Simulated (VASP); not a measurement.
Input of a VASP 6.6.1 run:

Contents of INCAR:

```
SYSTEM = Si
  PREC = Accurate
  ENCUT = 520
  EDIFF = 1E-6
  ISMEAR = 0
  SIGMA = 0.03
  LREAL = .False.
  LASPH = .True.
  NELM = 100
  ALGO = Normal
  ISIF = 2
  LWAVE = .False.
  LCHARG = .True.
  GGA = CA
  LELF = .True.
  LVHAR = .True.
  NBANDS = 16
```

The input KPOINTS:

```
Automatic mesh
0
Gamma
  12 12 6
  0 0 0
```

The input POSCAR:

```
Si
1.0
    4.1378228574      0.0000000000      0.0000000000
   -2.0689114287      3.5834597108      0.0000000000
    0.0000000000      0.0000000000      5.8260122402
Si
4
Direct
    0.3333333333      0.6666666667      0.0630095000
    0.6666666667      0.3333333333      0.5630095000
    0.3333333333      0.6666666667      0.4369905000
    0.6666666667      0.3333333333      0.9369905000
```

Potentials or basis: VASP PAW LDA potentials, release 64 (Si).

Run with:

```bash
$ cat potpaw_LDA.64/Si/POTCAR > POTCAR
$ mpirun -np 1 vasp_std > vasp.out
```

**Question.** What does it give for the pressure?

**Answer.** -3.7 GPa.

**Question.** What does it give for the band gap on the k mesh?

**Answer.** Zero (bands 8 and 9 overlap by 0.43 eV).

**Question.** Estimate the largest force.

**Answer.** 2.076 eV/Å.

Forces in eV/Å, atoms in the order of the input:
```
Si   0.000  0.000 -2.076
Si   0.000  0.000 -2.076
Si   0.000  0.000  2.076
Si   0.000  0.000  2.076
```

Caveat: the cell differs from its parent crystal (strain +0.080 along x and y, -0.080 along z); the cell stands under tension; semilocal functionals underestimate gaps, so a narrow gap can read as zero; forces of over 1 eV/Å act on the atoms, so gaps and moduli don't describe the material at rest.
